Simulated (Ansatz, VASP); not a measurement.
**Te in VASP and in Ansatz**

INCAR

```
PREC = Accurate
ENCUT = 600
EDIFF = 1E-7
ISMEAR = -1
SIGMA = 0.05
LREAL = False
LASPH = True
NELM = 60
ALGO = Normal
ISIF = 3
LWAVE = False
LCHARG = False
GGA = PE
IBRION = 2
NSW = 45
EDIFFG = -0.005
```

KPOINTS

```
regular mesh
0
Gamma
  15 15 15
```

POSCAR

```
Te
1.0
   -1.9260310110      1.9260310110      1.9260310110
    1.9260310110     -1.9260310110      1.9260310110
    1.9260310110      1.9260310110     -1.9260310110
Te
1
Direct
    0.0000000000      0.0000000000      0.0000000000
```

Input for Ansatz:

```yaml
crystal:
  lattice:
    - [-1.926031011, 1.926031011, 1.926031011]
    - [1.926031011, -1.926031011, 1.926031011]
    - [1.926031011, 1.926031011, -1.926031011]
  atoms:
    - { symbol: Te, position: [0.0, 0.0, 0.0] }
kpoints:
  mp_grid: { grid: [15, 15, 15] }
scf:
  occupations: { method: fermi_dirac, width: 0.05 }
hamiltonian:
  xc: pbe
  pseudopotentials: { kind: all_electron, lapw: { basis_error: 0.0005 } }
output:
  forces: true
  stress: true
  eigenvalues: true
  populations: true
relax:
  f_tol: 0.005
  max_steps: 25
  cell: {}
```

Alike in both runs: task relaxation of cell and atoms; functional PBE; k mesh 15 × 15 × 15; occupations fermi-dirac, width 0.05 eV; no spin polarisation.

```csv
,VASP,Ansatz
version,VASP 6.6.1,Ansatz 0.2.0
potentials or method,"VASP PAW PBE potentials, release 64 (Te), cutoff 600 eV","all-electron LAPW, scalar-relativistic"
```

Ansatz gave:

* relaxed volume (Å³/atom): 28.58
* relaxed cell length with the largest relative difference (Å): 3.336

Task: Estimate VASP's values.

Result: Relaxed volume (Å³/atom): 28.53; relaxed cell length with the largest relative difference (Å): 3.334.

Ansatz ran all-electron here, and VASP with PAW potentials.

Spin-orbit coupling is off throughout.
